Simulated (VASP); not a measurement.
Set up this calculation in VASP 6.6.1, as the native input.

```
Task                   : relaxation of cell and atoms
Functional             : PBE
Potentials or basis    : VASP PAW PBE potentials, release 64 (Co, Si)
Cutoff                 : 600 eV
k mesh                 : 16 × 16 × 14
Occupations            : gaussian, width 0.1 eV
Spin                   : no spin polarisation
Dipole correction      : no
Further INCAR settings : ALGO = Normal; EDIFF = 1e-07; IBRION = 2; EDIFFG = -0.01; NSW = 80; ISIF = 3
```

The structure of CoSi lies in POSCAR:

```
CoSi
1.0
    2.6168231338      0.0000000000      0.0000000000
    0.0000000000      2.6168231338      0.0000000000
    0.0000000000      0.0000000000      3.1358237220
Co Si
1 1
Direct
    0.0000000000      0.0000000000      0.0000000000
    0.5000000000      0.5000000000      0.5000000000
```

These files were run (other wordings do the same):

INCAR

```
SYSTEM = CoSi
PREC = Accurate
ENCUT = 600
EDIFF = 1E-7
ISMEAR = 0
SIGMA = 0.1
LREAL = .FALSE.
LASPH = .TRUE.
NELM = 80
ALGO = Normal
ISIF = 3
LWAVE = .FALSE.
LCHARG = .FALSE.
GGA = PE
IBRION = 2
NSW = 80
EDIFFG = -0.01
```

KPOINTS

```
regular mesh
0
G
  16 16 14
  0 0 0
```

Potentials or basis: VASP PAW PBE potentials, release 64 (Co, Si).

The run is started by

```sh
$ cat potpaw_PBE.64/Co/POTCAR potpaw_PBE.64/Si/POTCAR > POTCAR
$ mpirun -np 1 vasp_std > vasp.out
```

Results of the run:

The relaxed volume is 10.73 Å³/atom and the relaxed cell is a = 2.616 Å, b = 2.616 Å, c = 3.134 Å, α = 90.00°, β = 90.00°, γ = 90.00°. The space group after relaxing (to 0.1 Å) is P4/mmm (No. 123) and the energy gained by relaxing is 0.0 meV/atom. The ionic steps are 3. The pressure after relaxing is 0.1 GPa and the band gap on the k mesh is zero (an odd number of electrons rules out a gap without spin polarisation).

Caveat: the run has no spin polarisation, though such a crystal can be magnetic.

Wall time 2.7 min on 1 thread of Intel Xeon 8259CL (shared host), peak memory 0.25 GiB.
